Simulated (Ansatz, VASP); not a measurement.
**Two plane-wave programs on Be2Sn**

```
Sn Be
1.0
     0.00000    2.90157    2.90157
     2.90157    0.00000    2.90157
     2.90157    2.90157    0.00000
Sn Be
1 2
Direct
  0.00000 0.00000 0.00000
  0.25000 0.25000 0.25000
  0.75000 0.75000 0.75000
```

Alike in both runs: task single point; functional PBEsol; k mesh 6 × 6 × 6; occupations fermi-dirac, width 0.02 eV; no spin polarisation.

|  | VASP | Ansatz |
| --- | --- | --- |
| version | VASP 6.6.1 | Ansatz 0.2.0 |
| potentials or method | VASP PAW PBE potentials, release 64 (Sn_d, Be) | plane waves, PAW |
| plane-wave cutoff (eV) | 520 | 420 |
| valence electrons in the cell | 18 | 18 |

Ansatz gave:

```
pressure (GPa) : -1.8
```

Which values does VASP return?

Pressure (GPa): -1.7.

VASP's potentials were made for PBE, not for PBEsol. With one functional, cell and mesh, what is left measures potentials, basis and numerics.
